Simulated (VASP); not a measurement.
A run of VASP 6.6.1 is set up as follows.

INCAR

```
SYSTEM = HoO3
PREC = Accurate
ENCUT = 600
EDIFF = 1E-6
ISMEAR = 0
SIGMA = 0.1
LREAL = .FALSE.
LASPH = .TRUE.
NELM = 200
ALGO = Normal
ISIF = 2
LWAVE = .FALSE.
LCHARG = .FALSE.
GGA = PE
NBANDS = 22
GGA_COMPAT = .FALSE.
LMAXMIX = 6
```

KPOINTS

```
regular mesh
0
G
  12 12 10
  0 0 0
```

File POSCAR:

```
HoO3
1.0
    3.9661065423      0.0000000000      0.0000000000
   -1.9830532712      3.4347490198      0.0000000000
    0.0000000000      0.0000000000      4.3515865568
Ho O
1 3
Direct
    0.0000000000      0.0000000000      0.5000000000
    0.0000000000      0.0000000000      0.0000000000
    0.6666666667      0.3333333333      0.6699823949
    0.6666666667      0.3333333333      0.3300176051
```

Potentials or basis: VASP PAW PBE potentials, release 64 (Ho_3, O), 4f in core.

Launch:

```bash
$ cat potpaw_PBE.64/Ho_3/POTCAR potpaw_PBE.64/O/POTCAR > POTCAR
$ mpirun -np 1 vasp_std > vasp.out
```

(1) Predict the band gap on the k mesh.

(2) What does it give for the largest force?

Results:

(1) zero (an odd number of electrons rules out a gap without spin polarisation).

(2) 0.277 eV/Å.

Caveat: spin-orbit coupling is left out, which moves the levels of the heavy elements; the 4f electrons are frozen in the core, so they carry no moment and show no levels; an odd number of electrons without spin polarisation forces a metal; a magnetic or distorted state may lie lower; the run has no spin polarisation, though such a crystal can be magnetic.
